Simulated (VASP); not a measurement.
# Ti (P6_3/mmc) in VASP: notebook

Ti is run at these levels: PBE+D4, PBEsol+D3(BJ), revPBE+D3(BJ), LDA; tasks: single point.

Everything below comes from runs of VASP 6.6.1. Logs are shortened: lines on timing, memory, paths and dates and some standing lists are left out, and cuts for length are marked.

## 1. The cell of the first run

It takes space group P6_3/mmc (No. 194, hexagonal). The conventional cell has a = 2.924 Å, b = 2.924 Å, c = 4.620 Å, α = 90.00°, β = 90.00°, γ = 120.00°. Ti (site symmetry -6m2) has 12 Ti at 2.86 to 2.92 Å within 3.8 Å.

## 2. Single point, PBE+D4

Input file INCAR:

```
PREC = Accurate ; ENCUT = 520
EDIFF = 1E-7 ; ISMEAR = -1
SIGMA = 0.05 ; LREAL = False
LASPH = True ; NELM = 100
ALGO = Normal ; ISIF = 2
LWAVE = False ; LCHARG = False
GGA = PE ; IVDW = 13
NBANDS = 19
```

Input file KPOINTS:

```
regular mesh
0
Gamma
  10 10 6
```

Input file POSCAR:

```
Ti
1.0
    2.9244607934      0.0000000000      0.0000000000
   -1.4622303967      2.5326573395      0.0000000000
    0.0000000000      0.0000000000      4.6202018867
Ti
2
Direct
    0.6666666667      0.3333333333      0.7500000000
    0.3333333333      0.6666666667      0.2500000000
```

Potentials or basis: VASP PAW PBE potentials, release 64 (Ti_sv).

Run with:

```bash
cat potpaw_PBE.64/Ti_sv/POTCAR > POTCAR
mpirun -np 1 vasp_std > vasp.out
```

OUTCAR:

```text
PREC = Accurate
   ENCUT = 520
   EDIFF = 1E-7
   ISMEAR = -1
   LREAL = False
   LASPH = True
   NELM = 100
   ISIF = 2
   GGA = PE
   IVDW = 13

 ion  position               nearest neighbor table
   1  0.667  0.333  0.750-   2 2.86   2 2.86   2 2.86   2 2.86   2 2.86   2 2.86
   2  0.333  0.667  0.250-   1 2.86   1 2.86   1 2.86   1 2.86   1 2.86   1 2.86

  LATTYP: Found a hexagonal cell.
 ALAT       =     2.9244607934
 C/A-ratio  =     1.5798474362

  Lattice vectors:

 A1 = (   2.9244607934,   0.0000000000,   0.0000000000)
 A2 = (  -1.4622303967,   2.5326573395,   0.0000000000)
 A3 = (   0.0000000000,   0.0000000000,   4.6202018867)

Analysis of symmetry for initial positions (statically):
=====================================================================
 Subroutine PRICEL returns:
 Original cell was already a primitive cell.

 Routine SETGRP: Setting up the symmetry group for a
 hexagonal supercell.

 Subroutine GETGRP returns: Found 24 space group operations
 (whereof 12 operations were pure point group operations)
 out of a pool of 24 trial point group operations.

The static configuration has the point symmetry D_3d.
 The point group associated with its full space group is D_6h.

Analysis of symmetry for dynamics (positions and initial velocities):
=====================================================================
 Subroutine PRICEL returns:
 Original cell was already a primitive cell.

 Routine SETGRP: Setting up the symmetry group for a
 hexagonal supercell.

 Subroutine GETGRP returns: Found 24 space group operations
 (whereof 12 operations were pure point group operations)
 out of a pool of 24 trial point group operations.

The dynamic configuration has the point symmetry D_3d.
 The point group associated with its full space group is D_6h.

 Subroutine INISYM returns: Found 24 space group operations
 (whereof 12 operations are pure point group operations),
 and found     1 'primitive' translations

----------------------------------------------------------------------------------------

                                     Primitive cell

  volume of cell :      34.2203

  direct lattice vectors                    reciprocal lattice vectors
     2.924460793  0.000000000  0.000000000     0.341943377  0.197421101  0.000000000
    -1.462230397  2.532657340  0.000000000     0.000000000  0.394842202  0.000000000
     0.000000000  0.000000000  4.620201887     0.000000000  0.000000000  0.216440758

[... 81 lines left out ...]
   ENCUT  =  520.0 eV  38.22 Ry    6.18 a.u.   5.44  5.44  8.59*2*pi/ulx,y,z
   NELM   =    100;   NELMIN=  2; NELMDL= -5     # of ELM steps
   EDIFF  = 0.1E-06   stopping-criterion for ELM
   LREAL  =      F    real-space projection
   EDIFFG = 0.1E-05   stopping-criterion for IOM
   NSW    =      0    number of steps for IOM
   IBRION =     -1    ionic relax: 0-MD 1-quasi-New 2-CG
   NFREE  =      0    steps in history (QN), initial steepest desc. (CG)
   ISIF   =      2    stress and relaxation
   ISYM   =      2    0-nonsym 1-usesym 2-fastsym
   POTIM  = 0.5000    time-step for ionic-motion
   TEBEG  =    0.0;   TEEND  =   0.0 temperature during run
   PSTRESS=    0.0 pullay stress
   NELECT =      24.0000    total number of electrons
   NUPDOWN=      -1.0000    fix difference up-down
   EMIN   =  10.00;   EMAX   =-10.00  energy-range for DOS
   EFERMI =   0.00;   METHOD = LEGACY
   ISMEAR =    -1;   SIGMA  =   0.05  broadening in eV -4-tet -1-fermi 0-gaus
   EFERMI_NEDOS =   21; number of points for ismear=-14 and -15
   IALGO  =     38    algorithm
   IMIX   =      4    mixing-type and parameters
     AMIX     =   0.40;   BMIX     =  1.00
     AMIX_MAG =   1.60;   BMIX_MAG =  1.00
  volume/ion in A,a.u.               =      17.11       115.46
  Fermi-wavevector in a.u.,A,eV,Ry     =   1.454513  2.748630 28.784583  2.115607
  Thomas-Fermi vector in A             =   2.571655
   LORBIT       =      0    0 simple, 1 ext, 2 COOP (PROOUT), +10 PAW based schemes
   GGA     = PE    functional components
   LHFCALC =     F    Hartree Fock is set to
   AEXX    =    0.0000 exact exchange contribution
   IVDW    =    13    specifies the selected vdW correction
   LEPSILON=     F    determine dielectric tensor
   LRPA    =     F    only Hartree local field effects (RPA)
 non-spin polarized calculation
  energy-cutoff  :      520.00
  volume of cell :       34.22
 maximum number of plane-waves:       954
 NGX is ok and might be reduce to    24
   NGX = 11   NGY = 11   NGZ = 17

 number of electron      24.0000000 magnetization

 Free energy of the ion-electron system (eV)
  ---------------------------------------------------
  ext. energy  EPLUGINS =         0.00000000
  ---------------------------------------------------
  free energy    TOTEN  =       -15.67607346 eV

  energy without entropy =      -15.65668403  energy(sigma->0) =      -15.66637875

 E-fermi :   8.4874     XC(G=0): -11.5682

 val. band max:        8.4635052229   @ k =   0.3000   0.2000   0.5000
 cond. band min:       8.4883458315   @ k =   0.1000   0.0000   0.1667
 fundamental gap:      0.0248406085
 Fermi energy:         8.4873885704

 k-point     1 :       0.0000    0.0000    0.0000
  band No.  band energies     occupation
      1     -48.3408      2.00000
      2     -48.1942      2.00000
      3     -24.9488      2.00000
      4     -24.2741      2.00000
      5     -24.2741      2.00000
      6     -24.2021      2.00000
[... 505 lines left out ...]
      6     -24.4281      2.00000
[... 11 lines left out ...]
     18      11.9761      0.00000
     19      12.7092      0.00000

 [... further k-points ...]

------------------------ aborting loop because EDIFF is reached ----------------------------------------

  DFT-D4 for vdW energy calculation

  Edisp (eV):   -0.40939

  FORCE on cell =-STRESS in cart. coord.  units (eV):
  Direction    XX          YY          ZZ          XY          YZ          ZX
  --------------------------------------------------------------------------------------
  -------------------------------------------------------------------------------------
  Total      -0.05785    -0.05785    -0.06618     0.00000     0.00000     0.00000
  in kB      -2.70851    -2.70851    -3.09875     0.00000     0.00000     0.00000
  external pressure =       -2.84 kB  Pullay stress =        0.00 kB

 VOLUME and BASIS-vectors are now :
 -----------------------------------------------------------------------------
  energy-cutoff  :      520.00
  volume of cell :       34.22
      direct lattice vectors                 reciprocal lattice vectors
     2.924460793  0.000000000  0.000000000     0.341943377  0.197421101  0.000000000
    -1.462230397  2.532657340  0.000000000     0.000000000  0.394842202  0.000000000
     0.000000000  0.000000000  4.620201887     0.000000000  0.000000000  0.216440758

 POSITION                                       TOTAL-FORCE (eV/Angst)
 -----------------------------------------------------------------------------------
      1.46223      0.84422      3.46515        -0.000000      0.000000      0.000000
     -0.00000      1.68844      1.15505         0.000000     -0.000000      0.000000
 -----------------------------------------------------------------------------------
    total drift:                               -0.000000      0.000000     -0.000000

  FREE ENERGIE OF THE ION-ELECTRON SYSTEM (eV)
  ---------------------------------------------------
  free  energy   TOTEN  =       -16.0854663258 eV

  energy  without entropy=      -16.0660768947  energy(sigma->0) =      -16.07577161
```

Run time: 17 s. Hardware: 1 thread of Intel Xeon 6975P-C (Granite Rapids), shared host; peak memory 0.17 GiB.

Results:

* Free energy: -16.0855 eV
* Pressure: -0.3 GPa
* Band gap on the k mesh: zero (band 12 reaches 9.28 eV, above the bottom of band 13 at 8.27 eV)
* Dispersion energy per atom: -0.205 eV

Caveat: pairwise dispersion overbinds metals, which lowers pressure and volume.

## 3. Single point, PBEsol+D3(BJ)

This run uses another cell than the first one, of 16.93 Å³/atom, 0.989 times its volume.

Input file INCAR:

```
PREC = Accurate
ENCUT = 520
EDIFF = 1E-7
ISMEAR = -1
SIGMA = 0.05
LREAL = False
LASPH = True
NELM = 80
ALGO = Fast
ISIF = 2
LWAVE = False
LCHARG = True
GGA = PS
IVDW = 12
LELF = True
LVHAR = True
NBANDS = 19
```

Input file KPOINTS:

```
Automatic mesh
0
Gamma
  10 10 6
```

Input file POSCAR:

```
Ti
1.0
    2.9101302477      0.0000000000      0.0000000000
   -1.4550651239      2.5202467229      0.0000000000
    0.0000000000      0.0000000000      4.6167490031
Ti
2
Direct
    0.6666666667      0.3333333333      0.7500000000
    0.3333333333      0.6666666667      0.2500000000
```

Potentials or basis: VASP PAW PBE potentials, release 64 (Ti_sv).

Run with:

```bash
cat potpaw_PBE.64/Ti_sv/POTCAR > POTCAR
mpirun -np 1 vasp_std > vasp.out
```

It took 63 s on 1 thread of Intel Xeon 6975P-C (Granite Rapids), shared host; peak memory 0.17 GiB.

The run converged. Its results:

```yaml
Free_energy: -17.9137 eV
Pressure: -7.5 GPa
Band_gap_on_the_k_mesh: zero (band 12 reaches 9.27 eV, above the bottom of band 13 at 8.27 eV)
Dispersion_energy_per_atom: -0.616 eV
```

Stress tensor (GPa, compression positive):
```
-7.36  0.00  0.00
 0.00 -7.36  0.00
 0.00  0.00 -7.92
```

Levels at points of the mesh, in eV from the Fermi level:
| k point | band 10 | band 11 | band 12 | band 13 | band 14 | band 15 |
| --- | --- | --- | --- | --- | --- | --- |
| (0.00, 0.00, 0.00) | -2.75 | 0.80 | 0.80 | 0.85 | 0.91 | 1.32 |
| (0.50, 0.00, 0.00) | -2.23 | -1.91 | -0.58 | 0.49 | 0.65 | 1.22 |
| (0.00, 0.00, 0.50) | -4.37 | 0.09 | 0.09 | 0.70 | 0.70 | 0.70 |
| (0.50, 0.00, 0.50) | -2.61 | -0.84 | -0.84 | 1.41 | 1.41 | 1.79 |

Caveat: the PAW data sets were made with another functional, which shifts forces and pressure a little; pairwise dispersion overbinds metals, which lowers pressure and volume.

## 4. Single point, revPBE+D3(BJ)

This run uses another cell than the first one, of 16.93 Å³/atom, 0.989 times its volume.

Input file INCAR:

```
SYSTEM = Ti
PREC = Accurate
ENCUT = 520
EDIFF = 1E-6
ISMEAR = -1
SIGMA = 0.05
LREAL = .False.
LASPH = .True.
NELM = 80
ALGO = Normal
ISIF = 2
LWAVE = .False.
LCHARG = .False.
GGA = RE
IVDW = 12
NBANDS = 19
```

Input file KPOINTS:

```
Automatic mesh
0
Gamma
  10 10 6
  0 0 0
```

POSCAR is that of step 3.

Run with:

```bash
cat potpaw_PBE.64/Ti_sv/POTCAR > POTCAR
mpirun -np 1 vasp_std > vasp.out
```

It took 15 s on 1 thread of Intel Xeon 6975P-C (Granite Rapids), shared host; peak memory 0.17 GiB.

The run converged. Its results:

```yaml
Free_energy: -17.3190 eV
Pressure: -6.2 GPa
Band_gap_on_the_k_mesh: zero (band 12 reaches 9.49 eV, above the bottom of band 13 at 8.47 eV)
Dispersion_energy_per_atom: -1.150 eV
```

Stress tensor (GPa, compression positive):
```
-6.04  0.00  0.00
 0.00 -6.04  0.00
 0.00  0.00 -6.45
```

Levels at points of the mesh, in eV from the Fermi level:
```
           k point  band 8  band 9  band 10  band 11  band 12  band 13  band 14  band 15  band 16  band 17
(0.00, 0.00, 0.00)  -32.68   -6.28    -2.75     0.81     0.81     0.81     0.91     1.32     1.32     1.70
(0.50, 0.00, 0.00)  -32.75   -2.37    -2.22    -1.90    -0.61     0.51     0.66     1.22     3.47     3.70
(0.00, 0.00, 0.50)  -32.73   -4.39    -4.39     0.08     0.08     0.71     0.71     0.71     0.71     2.90
(0.50, 0.00, 0.50)  -32.85   -2.60    -2.60    -0.84    -0.84     1.39     1.39     1.80     1.80     3.61
```

Caveat: the PAW data sets were made with another functional, which shifts forces and pressure a little; pairwise dispersion overbinds metals, which lowers pressure and volume.

## 5. Single point, LDA

This run uses another cell than the first one, of 17.28 Å³/atom, 1.010 times its volume.

Input file INCAR:

```
SYSTEM = Ti
  ALGO = Normal
  EDIFF = 1E-6
  ENCUT = 520
  GGA = CA
  ISIF = 2
  ISMEAR = -1
  LASPH = .TRUE.
  LCHARG = .TRUE.
  LELF = .TRUE.
  LREAL = .FALSE.
  LVHAR = .TRUE.
  LWAVE = .FALSE.
  NBANDS = 19
  NELM = 100
  PREC = Accurate
  SIGMA = 0.05
```

Input file KPOINTS:

```
k-points
0
G
  10 10 6
  0 0 0
```

Input file POSCAR:

```
Ti
1.0
    2.9302007457      0.0000000000      0.0000000000
   -1.4651003729      2.5376282840      0.0000000000
    0.0000000000      0.0000000000      4.6485896576
Ti
2
Direct
    0.6666666667      0.3333333333      0.7500000000
    0.3333333333      0.6666666667      0.2500000000
```

Potentials or basis: VASP PAW LDA potentials, release 64 (Ti_sv).

Run with:

```bash
cat potpaw_LDA.64/Ti_sv/POTCAR > POTCAR
mpirun -np 1 vasp_std > vasp.out
```

OUTCAR:

```text
SYSTEM = Ti
   EDIFF = 1E-6
   ENCUT = 520
   GGA = CA
   ISIF = 2
   ISMEAR = -1
   LASPH = .TRUE.
   LREAL = .FALSE.
   NELM = 100
   PREC = Accurate

 ion  position               nearest neighbor table
   1  0.667  0.333  0.750-   2 2.87   2 2.87   2 2.87   2 2.87   2 2.87   2 2.87
   2  0.333  0.667  0.250-   1 2.87   1 2.87   1 2.87   1 2.87   1 2.87   1 2.87

  LATTYP: Found a hexagonal cell.
 ALAT       =     2.9302007457
 C/A-ratio  =     1.5864406780

  Lattice vectors:

 A1 = (   2.9302007457,   0.0000000000,   0.0000000000)
[... 191 lines left out ...]
      4     -24.3217      2.00000
      5     -24.3217      2.00000
      6     -24.2563      2.00000
[... 505 lines left out ...]
      6     -24.4778      2.00000
[... 11 lines left out ...]
     18      11.5754      0.00000
     19      12.3227      0.00000

 [... further k-points ...]
[... 5 lines left out ...]
  --------------------------------------------------------------------------------------
  -------------------------------------------------------------------------------------
  Total       -1.6667158     -1.6667158     -1.8236477      0.0000000      0.0000000      0.0000000
  in kB      -77.2548122    -77.2548122    -84.5288465      0.0000000      0.0000000      0.0000000
  external PRESSURE =     -79.6794903 kB  Pullay stress =       0.0000000 kB

 VOLUME and BASIS-vectors are now :
 -----------------------------------------------------------------------------
  energy-cutoff  :      520.00
  volume of cell :       34.57
      direct lattice vectors                 reciprocal lattice vectors
     2.930200746  0.000000000  0.000000000     0.341273546  0.197034374  0.000000000
    -1.465100373  2.537628284  0.000000000     0.000000000  0.394068748  0.000000000
     0.000000000  0.000000000  4.648589658     0.000000000  0.000000000  0.215119009

 POSITION                                       TOTAL-FORCE (eV/Angst)
 -----------------------------------------------------------------------------------
      1.46510      0.84588      3.48644        -0.000000      0.000000      0.000000
     -0.00000      1.69175      1.16215         0.000000      0.000000      0.000000
 -----------------------------------------------------------------------------------
    total drift:                                0.000000     -0.000000      0.000000

  FREE ENERGIE OF THE ION-ELECTRON SYSTEM (eV)
  ---------------------------------------------------
  free  energy   TOTEN  =       -17.0439822432 eV

  energy  without entropy=      -17.0233806822  energy(sigma->0) =      -17.03368146
```

OSZICAR:

```text
N       E                     dE             d eps       ncg     rms          rms(c)
DAV:   1     0.263895811160E+03    0.26390E+03   -0.13141E+04  2136   0.158E+03
DAV:   2     0.110223379660E+02   -0.25287E+03   -0.24892E+03  2188   0.440E+02
DAV:   3    -0.179311039869E+02   -0.28953E+02   -0.28516E+02  3919   0.122E+02
DAV:   4    -0.191404217453E+02   -0.12093E+01   -0.12080E+01  2436   0.262E+01
DAV:   5    -0.192010489791E+02   -0.60627E-01   -0.60621E-01  3198   0.411E+00    0.117E+01
DAV:   6    -0.170587458740E+02    0.21423E+01   -0.78009E+00  2477   0.273E+01    0.285E+00
DAV:   7    -0.170323708212E+02    0.26375E-01   -0.66100E-01  3180   0.550E+00    0.199E+00
DAV:   8    -0.170512941006E+02   -0.18923E-01   -0.19796E-01  2329   0.539E+00    0.687E-01
DAV:   9    -0.170434956225E+02    0.77985E-02   -0.42695E-02  2388   0.217E+00    0.740E-02
DAV:  10    -0.170439448718E+02   -0.44925E-03   -0.30360E-03  3045   0.309E-01    0.896E-02
DAV:  11    -0.170439917652E+02   -0.46893E-04   -0.14105E-04  2553   0.883E-02    0.414E-02
DAV:  12    -0.170439824492E+02    0.93160E-05   -0.43273E-05  2390   0.588E-02    0.378E-03
DAV:  13    -0.170439822432E+02    0.20604E-06   -0.17159E-06  1820   0.112E-02
   1 F= -.17043982E+02 E0= -.17033681E+02  d E =-.206016E-01
```

Wall time 13 s (1 thread of Intel Xeon 6975P-C (Granite Rapids), shared host); peak memory 0.15 GiB.

What came out:

| Item | Value |
| --- | --- |
| Free energy | -17.0440 eV |
| Pressure | -8.0 GPa |
| Band gap on the k mesh | zero (band 12 reaches 8.89 eV, above the bottom of band 13 at 7.95 eV) |

Stress tensor (GPa, compression positive):
```
-7.73  0.00  0.00
 0.00 -7.73  0.00
 0.00  0.00 -8.45
```

Levels at points of the mesh, in eV from the Fermi level:
```
           k point  band 8  band 9  band 10  band 11  band 12  band 13  band 14  band 15  band 16  band 17
(0.00, 0.00, 0.00)  -32.35   -6.13    -2.68     0.76     0.76     0.87     0.89     1.26     1.26     1.60
(0.50, 0.00, 0.00)  -32.43   -2.32    -2.16    -1.85    -0.53     0.45     0.62     1.17     3.36     3.57
(0.00, 0.00, 0.50)  -32.40   -4.27    -4.27     0.09     0.09     0.66     0.66     0.66     0.66     2.79
(0.50, 0.00, 0.50)  -32.52   -2.54    -2.54    -0.82    -0.82     1.42     1.42     1.72     1.72     3.50
```

## 6. Summary

```csv
level,potentials or basis,cell,gap on the mesh (eV),pressure (GPa)
PBE+D4,"VASP PAW PBE potentials, release 64 (Ti_sv)","a = 2.924, b = 2.924, c = 4.620 Å, angles 90.0, 90.0, 120.0°, 2 atoms",none,-0.3
PBEsol+D3(BJ),"VASP PAW PBE potentials, release 64 (Ti_sv)","a = 2.910, b = 2.910, c = 4.617 Å, angles 90.0, 90.0, 120.0°, 2 atoms",none,-7.5
revPBE+D3(BJ),"VASP PAW PBE potentials, release 64 (Ti_sv)","a = 2.910, b = 2.910, c = 4.617 Å, angles 90.0, 90.0, 120.0°, 2 atoms",none,-6.2
LDA,"VASP PAW LDA potentials, release 64 (Ti_sv)","a = 2.930, b = 2.930, c = 4.649 Å, angles 90.0, 90.0, 120.0°, 2 atoms",none,-8.0
```

Alike in all rows: task single point; no spin polarisation; k mesh 10 × 10 × 6; cutoff (eV) 520; smearing fermi-dirac 0.05 eV.

Caveats: pairwise dispersion overbinds metals, which lowers pressure and volume (some runs); the PAW data sets were made with another functional, which shifts forces and pressure a little (some runs).

Total energies depend on the potentials used, so only differences within one code and one set of settings carry meaning.
